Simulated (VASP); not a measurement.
# Si: vibrations by perturbation theory with PBE

The system is Si.

```
Si
1.0
     0.00000    2.72185    2.72185
     2.72185    0.00000    2.72185
     2.72185    2.72185    0.00000
Si
2
Direct
  0.25000 0.25000 0.25000
  0.00000 0.00000 0.00000
```

```yaml
Program: VASP 6.6.1
Task: vibrations by perturbation theory
Functional: PBE
Potentials_or_basis: VASP PAW PBE potentials, release 64 (Si)
Cutoff: 500 eV
k_mesh: 7 × 7 × 7
Occupations: gaussian, width 0.01 eV
Spin: no spin polarisation
Dipole_correction: no
Further_INCAR_settings: ALGO = Normal; EDIFF = 1e-08; NBANDS = 11; IBRION = 8; NSW = 1
```

```
Electronic dielectric tensor (diagonal) : 14.88
Born charges (mean of the diagonal)     : Si +0.00 e
Highest phonon frequency at Γ           : 510 cm⁻¹
```

Phonon frequencies in cm⁻¹ (negative: imaginary):
| q point | frequencies |
| --- | --- |
| (0.000, 0.000, 0.000) | 0 0 0 510 510 510 |

Electronic dielectric tensor:
```
14.88  0.00  0.00
 0.00 14.88  0.00
 0.00  0.00 14.88
```

Born effective charge tensors (e):
atom 1, Si
```
0.00 0.00 0.00
0.00 0.00 0.00
0.00 0.00 0.00
```
atom 2, Si
```
0.00 0.00 0.00
0.00 0.00 0.00
0.00 0.00 0.00
```

Wall time 80 s on 1 thread of AMD EPYC 9R45 96-Core Processor (Zen 5), with other jobs on the host, peak memory 0.17 GiB.

Caveat: the cell wasn't relaxed at this level first, which shifts response properties.
